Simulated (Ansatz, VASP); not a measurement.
## P in VASP and in Ansatz

Contents of INCAR:

```
PREC     = Accurate       # precision mode
ENCUT    = 520            # plane-wave cutoff, eV
EDIFF    = 1E-6           # SCF threshold, eV
ISMEAR   = 0              # smearing method
SIGMA    = 0.05           # smearing width, eV
LREAL    = False          # projectors in reciprocal space
LASPH    = True           # aspherical terms in the spheres
NELM     = 80             # most SCF steps
ALGO     = Normal         # electronic algorithm
ISIF     = 2              # what is computed and relaxed
LWAVE    = False          # write WAVECAR
LCHARG   = False          # write CHGCAR
GGA      = PS             # functional
NBANDS   = 18             # bands
```

File KPOINTS:

```
regular mesh
0
Gamma
  8 1 6
```

The input POSCAR:

```
P
1.0
    3.3822395516      0.0000000000      0.0000000000
    0.0000000000     35.9027419197      0.0000000000
    0.0000000000      0.0000000000      4.7710472513
P
4
Direct
    0.0000000000      0.9702614300      0.5921507200
    0.0000000000      0.0297385700      0.4078492800
    0.5000000000      0.0297385700      0.0921507200
    0.5000000000      0.9702614300      0.9078492800
```

Input for Ansatz:

```yaml
crystal:
  lattice:
    - [3.3822395516, 0.0, 0.0]
    - [0.0, 35.9027419197, 0.0]
    - [0.0, 0.0, 4.7710472513]
  atoms:
    - { symbol: P, position: [0.0, 0.97026143, 0.59215072] }
    - { symbol: P, position: [0.0, 0.02973857, 0.40784928] }
    - { symbol: P, position: [0.5, 0.02973857, 0.09215072] }
    - { symbol: P, position: [0.5, 0.97026143, 0.90784928] }
basis:
  ecutwfc: 420
kpoints:
  mp_grid: { grid: [8, 1, 6] }
hamiltonian:
  xc: pbesol
scf:
  occupations: { method: gaussian, width: 0.05 }
output:
  forces: true
  stress: true
  eigenvalues: true
```

Change from the starting cell: strain +0.030 along x and y, +0.030 along z, atoms carried along.

Alike in both runs: task single point; functional PBEsol; k mesh 8 × 1 × 6; occupations gaussian, width 0.05 eV; no spin polarisation.

|  | VASP | Ansatz |
| --- | --- | --- |
| version | VASP 6.6.1 | Ansatz 0.2.0 |
| potentials or method | VASP PAW PBE potentials, release 64 (P), cutoff 520 eV | scalar-relativistic, plane waves, PAW |
| valence electrons in the cell | 20 | 20 |

Ansatz gave:

- gap on the k mesh at the Fermi level (eV): 0.94
- least direct gap on the mesh (eV): 0.94
- rms of the force components (eV/Å): 0.290

**Question.** Which values does VASP return?

**Answer.** gap on the k mesh at the Fermi level (eV): 0.96; least direct gap on the mesh (eV): 0.96; rms of the force components (eV/Å): 0.300.

VASP's potentials were made for PBE, not for PBEsol. Atom by atom the forces differ by 0.010 eV/Å (rms over components).
